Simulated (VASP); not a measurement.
# CO2 (P1) in VASP: notebook

The runs below take CO2 through single point, with PBEsol.

Program: VASP 6.6.1. These are calculated values, not measurements. Logs are shortened: lines on timing, memory, paths and dates and some standing lists are left out, and cuts for length are marked.

### Step 1. The cell of the first run

The typed cell holds 12 atoms: a = 5.628 Å, b = 5.671 Å, c = 5.648 Å, α = 90.08°, β = 90.99°, γ = 90.24°.

### Step 2. Single point, PBEsol

Contents of INCAR:

```
SYSTEM = CO2
ALGO = Normal
EDIFF = 1E-7
ENCUT = 520
GGA = PS
ISIF = 2
ISMEAR = 1
LASPH = .TRUE.
LCHARG = .FALSE.
LREAL = .FALSE.
LWAVE = .FALSE.
NBANDS = 44
NELM = 80
PREC = Accurate
SIGMA = 0.15
```

Contents of KPOINTS:

```
k-points
0
G
  3 3 3
  0 0 0
```

Contents of POSCAR:

```
CO2
1.0
    5.6282212500     -0.0119793400     -0.0487982600
   -0.0119793400      5.6708580200     -0.0037566500
   -0.0487982600     -0.0037566500      5.6476465600
C O
4 8
Direct
    0.0031880973      0.9746125025      0.0013136183
    0.4820572837      0.0107947665      0.4831060301
    0.5198402412      0.4959819306     -0.0104439025
    0.9875373583      0.4848569702      0.5084295754
    0.1038173080      0.1183765545      0.1285641365
    0.3798124343      0.8658202810      0.6103795153
    0.6230265246      0.3779808359      0.8782314012
    0.8906158958      0.6276561218      0.3795300162
    0.8855396442      0.8779348389      0.8740877878
    0.6223330679      0.1128395010      0.3925438049
    0.4041833650      0.6219557461      0.1221515737
    0.1206236353      0.3860080899      0.6197226196
```

Potentials or basis: VASP PAW PBE potentials, release 64 (C, O).

Run with:

```console
$ cat potpaw_PBE.64/C/POTCAR potpaw_PBE.64/O/POTCAR > POTCAR
$ mpirun -np 1 vasp_std > vasp.out
```

OUTCAR:

```text
SYSTEM = CO2
   EDIFF = 1E-7
   ENCUT = 520
   GGA = PS
   ISIF = 2
   ISMEAR = 1
   LASPH = .TRUE.
   LREAL = .FALSE.
   NELM = 80
   PREC = Accurate

 ion  position               nearest neighbor table
   1  0.003  0.975  0.001-   9 1.11   5 1.22
   2  0.482  0.011  0.483-  10 1.11   6 1.24
   3  0.520  0.496  0.990-   7 1.09  11 1.23
   4  0.988  0.485  0.508-  12 1.12   8 1.21
   5  0.104  0.118  0.129-   1 1.22
   6  0.380  0.866  0.610-   2 1.24
   7  0.623  0.378  0.878-   3 1.09
   8  0.891  0.628  0.380-   4 1.21
   9  0.886  0.878  0.874-   1 1.11
  10  0.622  0.113  0.393-   2 1.11
  11  0.404  0.622  0.122-   3 1.23
  12  0.121  0.386  0.620-   4 1.12

  LATTYP: Found a triclinic cell.
 ALAT       =     7.9042590297
 B/A-ratio  =     0.7145335956
 C/A-ratio  =     0.7174451009
 COS(alpha) =     0.0013093143
 COS(beta)  =     0.0039511673
 COS(gamma) =     0.7022089679

  Lattice vectors:

 A1 = (   5.5794229900,  -0.0157359900,   5.5988483000)
 A2 = (  -0.0487982600,  -0.0037566500,   5.6476465600)
 A3 = (   0.0119793400,  -5.6708580200,   0.0037566500)

Analysis of symmetry for initial positions (statically):
=====================================================================
 Subroutine PRICEL returns:
 Original cell was already a primitive cell.

 Routine SETGRP: Setting up the symmetry group for a
 triclinic supercell.

 Subroutine GETGRP returns: Found  1 space group operations
 (whereof  1 operations were pure point group operations)
 out of a pool of  2 trial point group operations.

The static configuration has the point symmetry C_1 .

Analysis of symmetry for dynamics (positions and initial velocities):
=====================================================================
 Subroutine PRICEL returns:
 Original cell was already a primitive cell.

 Routine SETGRP: Setting up the symmetry group for a
 triclinic supercell.

 Subroutine GETGRP returns: Found  1 space group operations
 (whereof  1 operations were pure point group operations)
 out of a pool of  2 trial point group operations.

The dynamic configuration has the point symmetry C_1 .

 Subroutine INISYM returns: Found  1 space group operations
 (whereof  1 operations are pure point group operations),
 and found     1 'primitive' translations

----------------------------------------------------------------------------------------

                                     Primitive cell

  volume of cell :     180.2407

  direct lattice vectors                    reciprocal lattice vectors
     5.628221250 -0.011979340 -0.048798260     0.177690144  0.000376377  0.001535575
    -0.011979340  5.670858020 -0.003756650     0.000376377  0.176341033  0.000120549
    -0.048798260 -0.003756650  5.647646560     0.001535575  0.000120549  0.177078253

  length of vectors
     5.628445542  5.670871917  5.647858625     0.177697177  0.176341476  0.177084952

  position of ions in fractional coordinates (direct lattice)
     0.003188097  0.974612503  0.001313618
     0.482057284  0.010794766  0.483106030
     0.519840241  0.495981931  0.989556097
     0.987537358  0.484856970  0.508429575
     0.103817308  0.118376555  0.128564137
     0.379812434  0.865820281  0.610379515
     0.623026525  0.377980836  0.878231401
     0.890615896  0.627656122  0.379530016
     0.885539644  0.877934839  0.874087788
     0.622333068  0.112839501  0.392543805
     0.404183365  0.621955746  0.122151574
     0.120623635  0.386008090  0.619722620

  ion indices of the primitive-cell ions
   primitive index   ion index
                 1           1
                 2           2
                 3           3
                 4           4
                 5           5
                 6           6
                 7           7
                 8           8
                 9           9
                10          10
                11          11
                12          12

----------------------------------------------------------------------------------------

 KPOINTS: k-points

Automatic generation of k-mesh.
 Grid dimensions read from file:
 generate k-points for:    3    3    3

 Generating k-lattice:

  Cartesian coordinates                     Fractional coordinates (reciprocal lattice)
     0.059230048  0.000125459  0.000511858     0.333333333 -0.000000000  0.000000000
     0.000125459  0.058780344  0.000040183    -0.000000000  0.333333333  0.000000000
     0.000511858  0.000040183  0.059026084    -0.000000000 -0.000000000  0.333333333

  Length of vectors
     0.059232392  0.058780492  0.059028317

  Shift w.r.t. Gamma in fractional coordinates (k-lattice)
     0.000000000  0.000000000  0.000000000

 Subroutine IBZKPT returns following result:
 ===========================================

 Found     14 irreducible k-points:

 Following reciprocal coordinates:
            Coordinates               Weight
  0.000000  0.000000  0.000000      1.000000
  0.333333 -0.000000  0.000000      2.000000
  0.000000  0.333333  0.000000      2.000000
  0.333333  0.333333  0.000000      2.000000
 -0.333333  0.333333 -0.000000      2.000000
  0.000000  0.000000  0.333333      2.000000
  0.333333 -0.000000  0.333333      2.000000
 -0.333333  0.000000  0.333333      2.000000
  0.000000  0.333333  0.333333      2.000000
  0.333333  0.333333  0.333333      2.000000
 -0.333333  0.333333  0.333333      2.000000
 -0.000000 -0.333333  0.333333      2.000000
  0.333333 -0.333333  0.333333      2.000000
 -0.333333 -0.333333  0.333333      2.000000
   k-points           NKPTS =     14   k-points in BZ     NKDIM =     14   number of bands    NBANDS=     44
   number of dos      NEDOS =    301   number of ions     NIONS =     12
   total plane-waves  NPLWV =  74088
   dimension x,y,z NGX =    42 NGY =   42 NGZ =   42
   dimension x,y,z NGXF=    84 NGYF=   84 NGZF=   84
   ions per type =               4   8
   NGX,Y,Z   is equivalent  to a cutoff of  12.41, 12.31, 12.36 a.u.
   NGXF,Y,Z  is equivalent  to a cutoff of  24.81, 24.63, 24.73 a.u.
 SYSTEM =  CO2
   PREC   = accura    normal or accurate (medium, high low for compatibility)
   ISTART =      0    job   : 0-new  1-cont  2-samecut
   ICHARG =      2    charge: 1-file 2-atom 10-const
   ISPIN  =      1    spin polarized calculation?
   LNONCOLLINEAR =      F non collinear calculations
   LSORBIT =      F    spin-orbit coupling
   LASPH  =      T    aspherical Exc in radial PAW
   ENCUT  =  520.0 eV  38.22 Ry    6.18 a.u.  10.47 10.54 10.50*2*pi/ulx,y,z
   NELM   =     80;   NELMIN=  2; NELMDL= -5     # of ELM steps
   EDIFF  = 0.1E-06   stopping-criterion for ELM
   LREAL  =      F    real-space projection
   EDIFFG = 0.1E-05   stopping-criterion for IOM
   NSW    =      0    number of steps for IOM
   IBRION =     -1    ionic relax: 0-MD 1-quasi-New 2-CG
   NFREE  =      0    steps in history (QN), initial steepest desc. (CG)
   ISIF   =      2    stress and relaxation
   ISYM   =      2    0-nonsym 1-usesym 2-fastsym
   POTIM  = 0.5000    time-step for ionic-motion
   TEBEG  =    0.0;   TEEND  =   0.0 temperature during run
   PSTRESS=    0.0 pullay stress
   NELECT =      64.0000    total number of electrons
   NUPDOWN=      -1.0000    fix difference up-down
   EMIN   =  10.00;   EMAX   =-10.00  energy-range for DOS
   EFERMI =   0.00;   METHOD = LEGACY
   ISMEAR =     1;   SIGMA  =   0.15  broadening in eV -4-tet -1-fermi 0-gaus
   EFERMI_NEDOS =   21; number of points for ismear=-14 and -15
   IALGO  =     38    algorithm
   IMIX   =      4    mixing-type and parameters
     AMIX     =   0.40;   BMIX     =  1.00
     AMIX_MAG =   1.60;   BMIX_MAG =  1.00
  volume/ion in A,a.u.               =      15.02       101.36
  Fermi-wavevector in a.u.,A,eV,Ry     =   1.159268  2.190699 18.284906  1.343903
  Thomas-Fermi vector in A             =   2.295862
   LORBIT       =      0    0 simple, 1 ext, 2 COOP (PROOUT), +10 PAW based schemes
   GGA     = PS    functional components
   LHFCALC =     F    Hartree Fock is set to
   AEXX    =    0.0000 exact exchange contribution
   IVDW    =     0    specifies the selected vdW correction
   LEPSILON=     F    determine dielectric tensor
   LRPA    =     F    only Hartree local field effects (RPA)
 non-spin polarized calculation
 Methfessel and Paxton  Order N= 1 SIGMA  =   0.15
  energy-cutoff  :      520.00
  volume of cell :      180.24
 maximum number of plane-waves:      4877
 NGX is ok and might be reduce to    42
   NGX = 21   NGY = 21   NGZ = 21

 number of electron      63.9999992 magnetization

 Free energy of the ion-electron system (eV)
  ---------------------------------------------------
  ext. energy  EPLUGINS =         0.00000000
  ---------------------------------------------------
  free energy    TOTEN  =       -93.45735754 eV

  energy without entropy =      -93.49501437  energy(sigma->0) =      -93.46990982

 E-fermi :  -3.5526     XC(G=0):  -7.8786

 val. band max:       -3.5777430951   @ k =   0.0000   0.0000   0.0000
 cond. band min:       2.2541454608   @ k =   0.0000   0.0000   0.0000
 fundamental gap:      5.8318885559
 Fermi energy:        -3.5525903427

 k-point     1 :       0.0000    0.0000    0.0000
  band No.  band energies     occupation
      1     -25.2798      2.00000
      2     -24.9704      2.00000
      3     -24.8705      2.00000
      4     -24.7405      2.00000
      5     -22.6190      2.00000
      6     -22.5308      2.00000
[... 36 lines left out ...]
     43       7.6977      0.00000
     44       7.7881      0.00000

 k-point     2 :       0.3333   -0.0000    0.0000
  band No.  band energies     occupation
      1     -25.2765      2.00000
      2     -24.9635      2.00000
      3     -24.8774      2.00000
      4     -24.7435      2.00000
      5     -22.6165      2.00000
      6     -22.5342      2.00000
[... 556 lines left out ...]
 k-point    14 :      -0.3333   -0.3333    0.3333
  band No.  band energies     occupation
      1     -25.2715      2.00000
      2     -24.9633      2.00000
      3     -24.8748      2.00000
      4     -24.7496      2.00000
      5     -22.6187      2.00000
      6     -22.5307      2.00000
[... 36 lines left out ...]
     43       7.0092      0.00000
     44       7.2078      0.00000

------------------------ aborting loop because EDIFF is reached ----------------------------------------

  FORCE on cell =-STRESS in cart. coord.  units (eV):
  Direction    XX          YY          ZZ          XY          YZ          ZX
  --------------------------------------------------------------------------------------
  -------------------------------------------------------------------------------------
  Total        8.9294092      2.6130826      4.9053927     -0.3138475      2.8311613      0.4061463
  in kB       79.3744179     23.2279543     43.6045298     -2.7898224     25.1664776      3.6102755
  external PRESSURE =      48.7356340 kB  Pullay stress =       0.0000000 kB

 VOLUME and BASIS-vectors are now :
 -----------------------------------------------------------------------------
  energy-cutoff  :      520.00
  volume of cell :      180.24
      direct lattice vectors                 reciprocal lattice vectors
     5.628221250 -0.011979340 -0.048798260     0.177690144  0.000376377  0.001535575
    -0.011979340  5.670858020 -0.003756650     0.000376377  0.176341033  0.000120549
    -0.048798260 -0.003756650  5.647646560     0.001535575  0.000120549  0.177078253

 POSITION                                       TOTAL-FORCE (eV/Angst)
 -----------------------------------------------------------------------------------
      0.00620      5.52685      0.00360         4.848667      6.910740      6.118929
      2.68942      0.05363      2.70485        -5.787825     -8.042362      6.933774
      2.87155      2.80270      5.56143        -7.577857      8.325905      8.552193
      5.52746      2.73582      2.82142        -3.517113      6.186874     -5.412233
      0.57661      0.66957      0.72057        -0.830019     -2.579319     -1.540525
      2.09751      4.90310      3.42542         1.099589      3.329827     -2.790926
      3.45915      2.13271      4.92812         5.368639     -6.015799     -5.912063
      4.98654      3.54725      2.09763         0.395048     -2.460255      1.764277
      4.93084      4.96475      4.89003        -3.874648     -4.341595     -4.503033
      3.48212      0.63097      2.18616         4.599339      4.665299     -4.123036
      2.26142      3.52172      0.66781         2.106145     -2.253063     -2.645136
      0.64403      2.18522      3.49264         3.170034     -3.726251      3.557780
 -----------------------------------------------------------------------------------
    total drift:                                0.000509     -0.000765     -0.001123

  FREE ENERGIE OF THE ION-ELECTRON SYSTEM (eV)
  ---------------------------------------------------
  free  energy   TOTEN  =       -93.4573575417 eV

  energy  without entropy=      -93.4950143724  energy(sigma->0) =      -93.46990982
```

It took 78 s on 1 thread of AMD EPYC 7R13 (Zen 3), shared host; peak memory 0.25 GiB.

What came out:

```
Free energy            : -93.4574 eV
Pressure               : 4.9 GPa
Largest force          : 14.138 eV/Å
Band gap on the k mesh : 5.83 eV
```

Forces on the atoms (eV/Å):
```
C    4.849  6.911  6.119
C   -5.788 -8.042  6.934
C   -7.578  8.326  8.552
C   -3.517  6.187 -5.412
O   -0.830 -2.579 -1.541
O    1.100  3.330 -2.791
O    5.369 -6.016 -5.912
O    0.395 -2.460  1.764
O   -3.875 -4.342 -4.503
O    4.599  4.665 -4.123
O    2.106 -2.253 -2.645
O    3.170 -3.726  3.558
```

Stress tensor (GPa, compression positive):
```
 7.94 -0.28  0.36
-0.28  2.32  2.52
 0.36  2.52  4.36
```

Levels at points of the mesh, in eV from the valence-band top:
| k point | band 29 | band 30 | band 31 | band 32 | band 33 | band 34 | band 35 | band 36 |
| --- | --- | --- | --- | --- | --- | --- | --- | --- |
| (0.00, 0.00, 0.00) | -0.24 | -0.16 | -0.04 | 0.00 | 5.83 | 7.09 | 7.40 | 7.83 |

Caveat: the stress differs along the axes, from 2 to 8 GPa; this functional lacks dispersion, which holds the molecules together, so the pressure and a relaxed volume are unreliable; the PAW data sets were made with another functional, which shifts forces and pressure a little.

[end of part 1 of 2]
